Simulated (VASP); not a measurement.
# Cu2B (Fd-3m) in VASP: notebook

Cu2B is run at these levels: LDA; tasks: single point, relaxation of cell and atoms.

Program: VASP 6.6.1. These are calculated values, not measurements. Logs are shortened: lines on timing, memory, paths and dates and some standing lists are left out, and cuts for length are marked.

## (1) The cell of the first run

It takes space group Fd-3m (No. 227, cubic). Conventional cell: a = 6.380 Å, b = 6.380 Å, c = 6.380 Å, α = 90.00°, β = 90.00°, γ = 90.00°. Cu (site symmetry -3m) has 6 Cu at 2.26 Å and 6 B at 2.65 Å within 3.0 Å. B (site symmetry -43m) has 12 Cu at 2.65 Å and 4 B at 2.76 Å within 3.5 Å.

## (2) Single point, LDA

File INCAR:

```
SYSTEM = Cu2B
  ALGO = Normal
  EDIFF = 1E-6
  ENCUT = 600
  GGA = CA
  GGA_COMPAT = .False.
  ISIF = 2
  ISMEAR = -1
  LASPH = .True.
  LCHARG = .False.
  LREAL = .False.
  LWAVE = .False.
  NBANDS = 34
  NELM = 120
  PREC = Accurate
  SIGMA = 0.05
```

File KPOINTS:

```
k-points
0
Gamma
  5 5 5
  0 0 0
```

File POSCAR:

```
Cu2B
1.0
    0.0000000000      3.1902335472      3.1902335472
    3.1902335472      0.0000000000      3.1902335472
    3.1902335472      3.1902335472      0.0000000000
Cu B
4 2
Direct
    0.1250000000      0.1250000000      0.1250000000
    0.6250000000      0.1250000000      0.1250000000
    0.1250000000      0.1250000000      0.6250000000
    0.1250000000      0.6250000000      0.1250000000
    0.5000000000      0.5000000000      0.5000000000
    0.7500000000      0.7500000000      0.7500000000
```

Potentials or basis: VASP PAW LDA potentials, release 64 (Cu, B).

Command:

```sh
$ cat potpaw_LDA.64/Cu/POTCAR potpaw_LDA.64/B/POTCAR > POTCAR
$ mpirun -np 1 vasp_std > vasp.out
```

OUTCAR:

```text
SYSTEM = Cu2B
   EDIFF = 1E-6
   ENCUT = 600
   GGA = CA
   ISIF = 2
   ISMEAR = -1
   LASPH = .True.
   LREAL = .False.
   NELM = 120
   PREC = Accurate

 ion  position               nearest neighbor table
   1  0.125  0.125  0.125-   2 2.26   3 2.26   4 2.26   3 2.26   4 2.26   2 2.26
   2  0.625  0.125  0.125-   1 2.26   3 2.26   4 2.26   1 2.26   3 2.26   4 2.26
   3  0.125  0.125  0.625-   1 2.26   1 2.26   2 2.26   4 2.26   4 2.26   2 2.26
   4  0.125  0.625  0.125-   1 2.26   3 2.26   1 2.26   2 2.26   3 2.26   2 2.26
   5  0.500  0.500  0.500-
   6  0.750  0.750  0.750-

  LATTYP: Found a face centered cubic cell.
 ALAT       =     6.3804670944

  Lattice vectors:

 A1 = (   0.0000000000,   3.1902335472,   3.1902335472)
 A2 = (   3.1902335472,   0.0000000000,   3.1902335472)
 A3 = (   3.1902335472,   3.1902335472,   0.0000000000)

Analysis of symmetry for initial positions (statically):
=====================================================================
 Subroutine PRICEL returns:
 Original cell was already a primitive cell.

 Routine SETGRP: Setting up the symmetry group for a
 face centered cubic supercell.

 Subroutine GETGRP returns: Found 48 space group operations
 (whereof 24 operations were pure point group operations)
 out of a pool of 48 trial point group operations.

The static configuration has the point symmetry T_d .
 The point group associated with its full space group is O_h .

Analysis of symmetry for dynamics (positions and initial velocities):
=====================================================================
 Subroutine PRICEL returns:
 Original cell was already a primitive cell.

 Routine SETGRP: Setting up the symmetry group for a
 face centered cubic supercell.

 Subroutine GETGRP returns: Found 48 space group operations
 (whereof 24 operations were pure point group operations)
 out of a pool of 48 trial point group operations.

The dynamic configuration has the point symmetry T_d .
 The point group associated with its full space group is O_h .

 Subroutine INISYM returns: Found 48 space group operations
 (whereof 24 operations are pure point group operations),
 and found     1 'primitive' translations

----------------------------------------------------------------------------------------

[... 83 lines left out ...]
   ENCUT  =  600.0 eV  44.10 Ry    6.64 a.u.   9.01  9.01  9.01*2*pi/ulx,y,z
   NELM   =    120;   NELMIN=  2; NELMDL= -5     # of ELM steps
   EDIFF  = 0.1E-05   stopping-criterion for ELM
   LREAL  =      F    real-space projection
   EDIFFG = 0.1E-04   stopping-criterion for IOM
   NSW    =      0    number of steps for IOM
   IBRION =     -1    ionic relax: 0-MD 1-quasi-New 2-CG
   NFREE  =      0    steps in history (QN), initial steepest desc. (CG)
   ISIF   =      2    stress and relaxation
   ISYM   =      2    0-nonsym 1-usesym 2-fastsym
   POTIM  = 0.5000    time-step for ionic-motion
   TEBEG  =    0.0;   TEEND  =   0.0 temperature during run
   PSTRESS=    0.0 pullay stress
   NELECT =      50.0000    total number of electrons
   NUPDOWN=      -1.0000    fix difference up-down
   EMIN   =  10.00;   EMAX   =-10.00  energy-range for DOS
   EFERMI =   0.00;   METHOD = LEGACY
   ISMEAR =    -1;   SIGMA  =   0.05  broadening in eV -4-tet -1-fermi 0-gaus
   EFERMI_NEDOS =   21; number of points for ismear=-14 and -15
   IALGO  =     38    algorithm
   IMIX   =      4    mixing-type and parameters
     AMIX     =   0.40;   BMIX     =  1.00
     AMIX_MAG =   1.60;   BMIX_MAG =  1.00
  volume/ion in A,a.u.               =      10.82        73.04
  Fermi-wavevector in a.u.,A,eV,Ry     =   1.500487  2.835510 30.633007  2.251462
  Thomas-Fermi vector in A             =   2.611981
   LORBIT       =      0    0 simple, 1 ext, 2 COOP (PROOUT), +10 PAW based schemes
   GGA     = CA    functional components
   LHFCALC =     F    Hartree Fock is set to
   AEXX    =    0.0000 exact exchange contribution
   IVDW    =     0    specifies the selected vdW correction
   LEPSILON=     F    determine dielectric tensor
   LRPA    =     F    only Hartree local field effects (RPA)
 non-spin polarized calculation
  energy-cutoff  :      600.00
  volume of cell :       64.94
 maximum number of plane-waves:      2184
   NGX = 17   NGY = 17   NGZ = 17

 number of electron      50.0000041 magnetization

 Free energy of the ion-electron system (eV)
  ---------------------------------------------------
  ext. energy  EPLUGINS =         0.00000000
  ---------------------------------------------------
  free energy    TOTEN  =       -26.52009873 eV

  energy without entropy =      -26.51206080  energy(sigma->0) =      -26.51607976

 E-fermi :   7.0121     XC(G=0): -12.5893

 val. band max:        6.9289681814   @ k =  -0.2000   0.2000   0.0000
 cond. band min:       7.0687808071   @ k =   0.4000   0.0000   0.0000
 fundamental gap:      0.1398126257
 Fermi energy:         7.0120714717

 k-point     1 :       0.0000    0.0000    0.0000
  band No.  band energies     occupation
      1      -4.0277      2.00000
      2       0.1668      2.00000
      3       1.7057      2.00000
      4       1.7057      2.00000
      5       1.7057      2.00000
      6       2.1119      2.00000
[... 359 lines left out ...]
     33      15.5748      0.00000
     34      15.7529      0.00000

------------------------ aborting loop because EDIFF is reached ----------------------------------------

  FORCE on cell =-STRESS in cart. coord.  units (eV):
  Direction    XX          YY          ZZ          XY          YZ          ZX
  --------------------------------------------------------------------------------------
  -------------------------------------------------------------------------------------
  Total        0.2513049      0.2513049      0.2513049     -0.0000000      0.0000000      0.0000000
  in kB        6.2003200      6.2003200      6.2003200     -0.0000000      0.0000000      0.0000000
  external PRESSURE =       6.2003200 kB  Pullay stress =       0.0000000 kB

 VOLUME and BASIS-vectors are now :
 -----------------------------------------------------------------------------
  energy-cutoff  :      600.00
  volume of cell :       64.94
      direct lattice vectors                 reciprocal lattice vectors
     0.000000000  3.190233547  3.190233547    -0.156728337  0.156728337  0.156728337
     3.190233547  0.000000000  3.190233547     0.156728337 -0.156728337  0.156728337
     3.190233547  3.190233547  0.000000000     0.156728337  0.156728337 -0.156728337

 POSITION                                       TOTAL-FORCE (eV/Angst)
 -----------------------------------------------------------------------------------
      0.79756      0.79756      0.79756        -0.000000      0.000000     -0.000000
      0.79756      2.39268      2.39268        -0.000000      0.000000     -0.000000
      2.39268      2.39268      0.79756        -0.000000      0.000000     -0.000000
      2.39268      0.79756      2.39268        -0.000000      0.000000     -0.000000
      3.19023      3.19023      3.19023         0.000000      0.000000      0.000000
      4.78535      4.78535      4.78535        -0.000000     -0.000000     -0.000000
 -----------------------------------------------------------------------------------
    total drift:                                0.000000     -0.000000      0.000000

  FREE ENERGIE OF THE ION-ELECTRON SYSTEM (eV)
  ---------------------------------------------------
  free  energy   TOTEN  =       -26.5200987255 eV

  energy  without entropy=      -26.5120608037  energy(sigma->0) =      -26.51607976
```

Run time: 18 s. Hardware: 1 thread of AMD EPYC 9R45 (Zen 5), shared host; peak memory 0.14 GiB.

What came out:

```yaml
Free_energy: -26.5201 eV
Pressure: 0.6 GPa
Band_gap_on_the_k_mesh: zero (band 25 reaches 7.46 eV, above the bottom of band 26 at 6.23 eV)
```

Levels at points of the mesh, in eV from the Fermi level:
```
           k point  band 21  band 22  band 23  band 24  band 25  band 26  band 27  band 28  band 29  band 30
(0.00, 0.00, 0.00)    -1.21    -1.21    -1.02    -1.02    -1.02     1.23     1.23     1.23     1.39     1.56
```

## (3) Relaxation of cell and atoms, LDA

This run uses another cell than the first one, of 11.80 Å³/atom, 1.090 times its volume.

File INCAR:

```
SYSTEM = Cu2B
PREC = Accurate
ENCUT = 600
EDIFF = 1E-7
ISMEAR = -1
SIGMA = 0.05
LREAL = .False.
LASPH = .True.
NELM = 120
ALGO = Normal
ISIF = 3
LWAVE = .False.
LCHARG = .False.
IBRION = 2
NSW = 60
EDIFFG = -0.01
GGA_COMPAT = .False.
NELMIN = 4
```

File KPOINTS:

```
Automatic mesh
0
Gamma
  5 5 5
  0 0 0
```

POSCAR, as its differences from that of step 2:

```diff
@@ -2,5 +2,5 @@
 1.0
-    0.0000000000      3.1902335472      3.1902335472
-    3.1902335472      0.0000000000      3.1902335472
-    3.1902335472      3.1902335472      0.0000000000
+    0.0000000000      3.2834700000      3.2834700000
+    3.2834700000      0.0000000000      3.2834700000
+    3.2834700000      3.2834700000      0.0000000000
 Cu B
```

Potentials or basis: VASP PAW LDA potentials, release 64 (Cu, B).

Command:

```sh
$ cat potpaw_LDA.64/Cu/POTCAR potpaw_LDA.64/B/POTCAR > POTCAR
$ mpirun -np 1 vasp_std > vasp.out
```

Run time: 62 s. Hardware: 1 thread of AMD EPYC 9R45 (Zen 5), shared host; peak memory 0.18 GiB.

It converged, with:

* Free energy: -26.5226 eV
* Relaxed volume: 10.85 Å³/atom
* Relaxed cell: a = 4.516 Å, b = 4.516 Å, c = 4.516 Å, α = 60.00°, β = 60.00°, γ = 60.00°
* Space group after relaxing (to 0.05 Å): Fd-3m (No. 227)
* Energy gained by relaxing: 35.3 meV/atom
* Ionic steps: 3
* Pressure after relaxing: 0.1 GPa
* Band gap on the k mesh: zero (band 25 reaches 7.42 eV, above the bottom of band 26 at 6.20 eV)

Step by step:
```tsv
step	energy change (eV)	largest force (eV/Å)	pressure (GPa)	volume (Å³)
1	0.0000	0.0000	-10.87	70.80
2	-0.1707	0.0000	6.10	62.91
3	-0.2117	0.0000	0.07	65.11
```

Final structure:
```
Cu B
1.0
     0.00000    3.19303    3.19303
     3.19303    0.00000    3.19303
     3.19303    3.19303    0.00000
Cu B
4 2
Direct
  0.12500 0.12500 0.12500
  0.62500 0.12500 0.12500
  0.12500 0.12500 0.62500
  0.12500 0.62500 0.12500
  0.50000 0.50000 0.50000
  0.75000 0.75000 0.75000
```

Levels at points of the mesh, in eV from the Fermi level:
```
           k point  band 22  band 23  band 24  band 25  band 26  band 27  band 28  band 29
(0.00, 0.00, 0.00)    -1.21    -1.01    -1.01    -1.01     1.23     1.23     1.23     1.39
```
